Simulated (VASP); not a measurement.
# CuI in VASP: a series of runs, part 2 of 2

VASP 6.6.1. The steps go on from the part before.

## Step 3: Single point, r2SCAN (in-plane strain -0.02)

Contents of POSCAR:

```
CuI
1.0
    2.9514632234      2.9514632234      0.0000000000
   -2.9514632234      2.9514632234      0.0000000000
    0.0000000000      2.9514632234      3.0478375328
Cu I
1 1
Direct
    0.7500000000      0.2500000000      0.5000000000
    0.0000000000      0.0000000000      0.0000000000
```

Contents of INCAR.step1:

```
SYSTEM = CuI
PREC = Accurate
ENCUT = 520
ISMEAR = 0
SIGMA = 0.01
LREAL = .FALSE.
LASPH = .TRUE.
NELM = 100
NBANDS = 16
GGA = PE
ALGO = Normal
EDIFF = 1E-4
LWAVE = .TRUE.
LCHARG = .FALSE.
```

Contents of INCAR.step2:

```
SYSTEM = CuI
PREC = Accurate
ENCUT = 520
EDIFF = 1E-6
ISMEAR = 0
SIGMA = 0.01
LREAL = .FALSE.
LASPH = .TRUE.
NELM = 100
ALGO = Normal
ISIF = 2
LWAVE = .FALSE.
LCHARG = .FALSE.
METAGGA = R2SCAN
LMIXTAU = .TRUE.
NBANDS = 16
ISTART = 1
```

Contents of KPOINTS:

```
Automatic mesh
0
G
  6 6 6
  0 0 0
```

Potentials or basis: VASP PAW PBE potentials, release 64 (Cu, I).

Launch:

```console
> cat potpaw_PBE.64/Cu/POTCAR potpaw_PBE.64/I/POTCAR > POTCAR
> cp INCAR.step1 INCAR
> mpirun -np 1 vasp_std > vasp.out
> cp INCAR.step2 INCAR
> mpirun -np 1 vasp_std > vasp.out
```

OUTCAR:

```text
SYSTEM = CuI
   PREC = Accurate
   ENCUT = 520
   EDIFF = 1E-6
   ISMEAR = 0
   LREAL = .FALSE.
   LASPH = .TRUE.
   NELM = 100
   ISIF = 2
   METAGGA = R2SCAN
   ISTART = 1

 ion  position               nearest neighbor table
   1  0.750  0.250  0.500-   2 2.58   2 2.58   2 2.58   2 2.58
   2  0.000  0.000  0.000-   1 2.58   1 2.58   1 2.58   1 2.58

  LATTYP: Found a body centered tetragonal cell.
 ALAT       =     4.1739993194
 C/A-ratio  =     1.4603919644

  Lattice vectors:

 A1 = (   2.9514632234,   0.0000000000,  -3.0478375328)
 A2 = (  -2.9514632234,   0.0000000000,  -3.0478375328)
 A3 = (   0.0000000000,   2.9514632234,   3.0478375328)

Analysis of symmetry for initial positions (statically):
=====================================================================
 Subroutine PRICEL returns:
 Original cell was already a primitive cell.

 Routine SETGRP: Setting up the symmetry group for a
 body centered tetragonal supercell.

 Subroutine GETGRP returns: Found  8 space group operations
 (whereof  8 operations were pure point group operations)
 out of a pool of 16 trial point group operations.

The static configuration has the point symmetry D_2d.

Analysis of symmetry for dynamics (positions and initial velocities):
[... 162 lines left out ...]
 cond. band min:       6.5517846047   @ k =   0.0000   0.0000   0.0000
 fundamental gap:      1.7390552790
 Fermi energy:         4.8701049153

 k-point     1 :       0.0000    0.0000    0.0000
  band No.  band energies     occupation
      1      -9.9983      2.00000
      2       0.7424      2.00000
      3       0.7855      2.00000
      4       0.7855      2.00000
      5       2.7360      2.00000
      6       2.7653      2.00000
[... 433 lines left out ...]
      3      -0.0810      2.00000
      4       0.7031      2.00000
      5       2.6368      2.00000
      6       2.7416      2.00000
[... 8 lines left out ...]
     15      16.6271      0.00000
     16      17.2217      0.00000

 [... further k-points ...]

------------------------ aborting loop because EDIFF is reached ----------------------------------------

  FORCE on cell =-STRESS in cart. coord.  units (eV):
  Direction    XX          YY          ZZ          XY          YZ          ZX
  --------------------------------------------------------------------------------------
  -------------------------------------------------------------------------------------
  Total        0.4975791      0.4975791      0.2995345      0.0000000      0.0000000      0.0000000
  in kB       15.0133007     15.0133007      9.0377618      0.0000000      0.0000000      0.0000000
  external PRESSURE =      13.0214544 kB  Pullay stress =       0.0000000 kB

 VOLUME and BASIS-vectors are now :
 -----------------------------------------------------------------------------
  energy-cutoff  :      520.00
  volume of cell :       53.10
      direct lattice vectors                 reciprocal lattice vectors
     2.951463223  2.951463223  0.000000000     0.169407498  0.169407498 -0.164050739
    -2.951463223  2.951463223  0.000000000    -0.169407498  0.169407498 -0.164050739
     0.000000000  2.951463223  3.047837533     0.000000000  0.000000000  0.328101478

 POSITION                                       TOTAL-FORCE (eV/Angst)
 -----------------------------------------------------------------------------------
      1.47573      4.42719      1.52392         0.000000      0.000000      0.000000
      0.00000      0.00000      0.00000        -0.000000     -0.000000      0.000000
 -----------------------------------------------------------------------------------
    total drift:                               -0.000002     -0.000000     -0.000000

  FREE ENERGIE OF THE ION-ELECTRON SYSTEM (eV)
  ---------------------------------------------------
  free  energy   TOTEN  =       -35.7852578939 eV

  energy  without entropy=      -35.7852578939  energy(sigma->0) =      -35.78525789
```

OUTCAR.step1:

```text
SYSTEM = CuI
   PREC = Accurate
   ENCUT = 520
   ISMEAR = 0
   LREAL = .FALSE.
   LASPH = .TRUE.
[... 678 lines left out ...]
      1.47573      4.42719      1.52392        -0.000000     -0.000000      0.000000
      0.00000      0.00000      0.00000         0.000000      0.000000      0.000000
 -----------------------------------------------------------------------------------
    total drift:                                0.000000     -0.000000     -0.000000

  FREE ENERGIE OF THE ION-ELECTRON SYSTEM (eV)
  ---------------------------------------------------
  free  energy   TOTEN  =        -5.5339446247 eV

  energy  without entropy=       -5.5339446247  energy(sigma->0) =       -5.53394462
```

OSZICAR.step1:

```text
N       E                     dE             d eps       ncg     rms          rms(c)
DAV:   1     0.948845745051E+02    0.94885E+02   -0.75434E+03   960   0.121E+03
DAV:   2     0.618104265543E-01   -0.94823E+02   -0.87295E+02  1000   0.233E+02
DAV:   3    -0.562733649228E+01   -0.56891E+01   -0.56117E+01  1344   0.601E+01
DAV:   4    -0.577331168665E+01   -0.14598E+00   -0.14592E+00  1176   0.914E+00
DAV:   5    -0.578062039064E+01   -0.73087E-02   -0.73086E-02  1504   0.224E+00    0.564E+00
DAV:   6    -0.569801453321E+01    0.82606E-01   -0.29453E+00  1048   0.472E+01    0.362E+00
DAV:   7    -0.553542262297E+01    0.16259E+00   -0.71315E-01  1072   0.284E+01    0.178E+00
DAV:   8    -0.553621331825E+01   -0.79070E-03   -0.36003E-02  1512   0.264E+00    0.484E-01
DAV:   9    -0.553376234208E+01    0.24510E-02   -0.91322E-03  1216   0.287E+00    0.141E-01
DAV:  10    -0.553393503518E+01   -0.17269E-03   -0.57646E-04  1176   0.165E-01    0.459E-02
DAV:  11    -0.553394462470E+01   -0.95895E-05   -0.15295E-04  1040   0.367E-01
   1 F= -.55339446E+01 E0= -.55339446E+01  d E =-.417203E-58
```

Wall time 76 s (1 thread of AMD EPYC 9R45 (Zen 5), shared host); peak memory 0.17 GiB.

Results:

* Free energy: -35.7853 eV
* Pressure: 1.3 GPa
* Band gap on the k mesh: 1.74 eV

Levels at points of the mesh, in eV from the valence-band top:
| k point | band 7 | band 8 | band 9 | band 10 | band 11 | band 12 |
| --- | --- | --- | --- | --- | --- | --- |
| (0.00, 0.00, 0.00) | -0.06 | 0.00 | 0.00 | 1.74 | 5.14 | 5.19 |
| (0.50, 0.00, 0.00) | -1.99 | -0.84 | -0.78 | 2.56 | 5.59 | 5.82 |
| (0.50, 0.50, 0.00) | -1.94 | -1.72 | -1.66 | 2.78 | 3.05 | 10.22 |
| (0.00, 0.00, 0.50) | -1.96 | -1.69 | -1.69 | 2.94 | 3.30 | 9.95 |

Caveat: the cell differs from its parent crystal (in-plane strain -0.02); the PAW data sets were made with another functional, which shifts forces and pressure a little; spin-orbit coupling is left out, which moves the levels of the heavy elements.

## Step 4: Single point, r2SCAN (in-plane strain -0.02, then relaxed in part)

Edit POSCAR of step 3 so:

```diff
@@ -4,3 +4,3 @@
    -2.9514632234      2.9514632234      0.0000000000
-    0.0000000000      2.9514632234      3.0478375328
+    0.0000000000      2.9514632234      3.0920416927
 Cu I
```

Contents of INCAR.step1:

```
SYSTEM = CuI
ALGO = Normal ; EDIFF = 1E-4
ENCUT = 520 ; GGA = PE
ISMEAR = 0 ; LASPH = .TRUE.
LCHARG = .FALSE. ; LREAL = .FALSE.
LWAVE = .TRUE. ; NBANDS = 16
NELM = 60 ; PREC = Accurate
SIGMA = 0.01
```

Contents of INCAR.step2:

```
SYSTEM = CuI
ALGO = Normal ; EDIFF = 1E-6
ENCUT = 520 ; ISIF = 2
ISMEAR = 0 ; ISTART = 1
LASPH = .TRUE. ; LCHARG = .FALSE.
LMIXTAU = .TRUE. ; LREAL = .FALSE.
LWAVE = .FALSE. ; METAGGA = R2SCAN
NBANDS = 16 ; NELM = 60
PREC = Accurate ; SIGMA = 0.01
```

Contents of KPOINTS:

```
k-points
0
G
  6 6 6
  0 0 0
```

Launch:

```console
> cat potpaw_PBE.64/Cu/POTCAR potpaw_PBE.64/I/POTCAR > POTCAR
> cp INCAR.step1 INCAR
> mpirun -np 1 vasp_std > vasp.out
> cp INCAR.step2 INCAR
> mpirun -np 1 vasp_std > vasp.out
```

It took 73 s on 1 thread of AMD EPYC 9R45 (Zen 5), shared host; peak memory 0.17 GiB.

The run converged. Its results:

```
Free energy            : -35.7876 eV
Pressure               : 0.6 GPa
Band gap on the k mesh : 1.68 eV
```

Stress tensor (GPa, compression positive):
```
 0.89  0.00  0.00
 0.00  0.89  0.00
 0.00  0.00 -0.02
```

Levels at points of the mesh, in eV from the valence-band top:
```tsv
k point	band 5	band 6	band 7	band 8	band 9	band 10	band 11	band 12	band 13	band 14
(0.00, 0.00, 0.00)	-2.02	-1.98	-0.09	0.00	0.00	1.68	5.15	5.22	5.22	8.68
(0.50, 0.00, 0.00)	-1.98	-1.97	-1.93	-0.84	-0.75	2.53	5.56	5.88	7.77	9.78
(0.50, 0.50, 0.00)	-2.03	-1.94	-1.87	-1.69	-1.60	2.78	3.02	10.13	10.29	10.58
(0.00, 0.00, 0.50)	-2.08	-1.95	-1.90	-1.64	-1.64	3.00	3.38	9.74	10.59	10.59
```

Caveat: the cell differs from its parent crystal (in-plane strain -0.02, then relaxed in part); the PAW data sets were made with another functional, which shifts forces and pressure a little; spin-orbit coupling is left out, which moves the levels of the heavy elements.

## Step 5: Single point, r2SCAN (film at in-plane strain -0.02)

POSCAR is that of step 4.

Contents of INCAR.step1:

```
PREC = Accurate
ENCUT = 520
ISMEAR = 0
SIGMA = 0.01
LREAL = F
LASPH = T
NELM = 60
NBANDS = 16
GGA = PE
ALGO = Normal
EDIFF = 1E-4
LWAVE = T
LCHARG = F
```

Contents of INCAR.step2:

```
PREC = Accurate
ENCUT = 520
EDIFF = 1E-7
ISMEAR = 0
SIGMA = 0.01
LREAL = F
LASPH = T
NELM = 60
ALGO = Normal
ISIF = 2
LWAVE = F
LCHARG = F
METAGGA = R2SCAN
LMIXTAU = T
NBANDS = 16
ISTART = 1
```

Contents of KPOINTS:

```
Automatic mesh
0
Gamma
  6 6 6
```

Launch:

```console
> cat potpaw_PBE.64/Cu/POTCAR potpaw_PBE.64/I/POTCAR > POTCAR
> cp INCAR.step1 INCAR
> mpirun -np 1 vasp_std > vasp.out
> cp INCAR.step2 INCAR
> mpirun -np 1 vasp_std > vasp.out
```

It took 82 s on 1 thread of AMD EPYC 9R45 (Zen 5), shared host; peak memory 0.17 GiB.

The run converged. Its results:

- Free energy: -35.7876 eV
- Pressure: 0.6 GPa
- Band gap on the k mesh: 1.68 eV

Stress tensor (GPa, compression positive):
```
 0.89  0.00  0.00
 0.00  0.89  0.00
 0.00  0.00 -0.02
```

Levels at points of the mesh, in eV from the valence-band top:
```csv
k point,band 5,band 6,band 7,band 8,band 9,band 10,band 11,band 12,band 13,band 14
"(0.00, 0.00, 0.00)",-2.02,-1.98,-0.09,0.00,0.00,1.68,5.15,5.22,5.22,8.68
"(0.50, 0.00, 0.00)",-1.98,-1.97,-1.93,-0.84,-0.75,2.53,5.56,5.88,7.77,9.78
"(0.50, 0.50, 0.00)",-2.03,-1.94,-1.87,-1.69,-1.60,2.78,3.02,10.13,10.29,10.58
"(0.00, 0.00, 0.50)",-2.08,-1.95,-1.90,-1.64,-1.64,3.00,3.38,9.74,10.59,10.59
```

Caveat: the cell differs from its parent crystal (film at in-plane strain -0.02); the PAW data sets were made with another functional, which shifts forces and pressure a little; spin-orbit coupling is left out, which moves the levels of the heavy elements.

## Step 6: Summary

```csv
cell,gap on the mesh (eV),pressure (GPa)
"a = 4.259 Å, angles 60.0, 60.0, 90.0°, 2 atoms",1.67,0.0
"a = 4.174, b = 4.174, c = 4.243 Å, angles 60.5, 60.5, 90.0°, 2 atoms",1.74,1.3
"a = 4.174, b = 4.174, c = 4.275 Å, angles 60.8, 60.8, 90.0°, 2 atoms",1.68,0.6
```

Alike in all rows: task single point; level r2SCAN; potentials or basis VASP PAW PBE potentials, release 64 (Cu, I); no spin polarisation; k mesh 6 × 6 × 6; cutoff (eV) 520; smearing gaussian 0.01 eV.

Caveats: the PAW data sets were made with another functional, which shifts forces and pressure a little; spin-orbit coupling is left out, which moves the levels of the heavy elements.

Absolute energies hang on the potentials; compare differences alone.
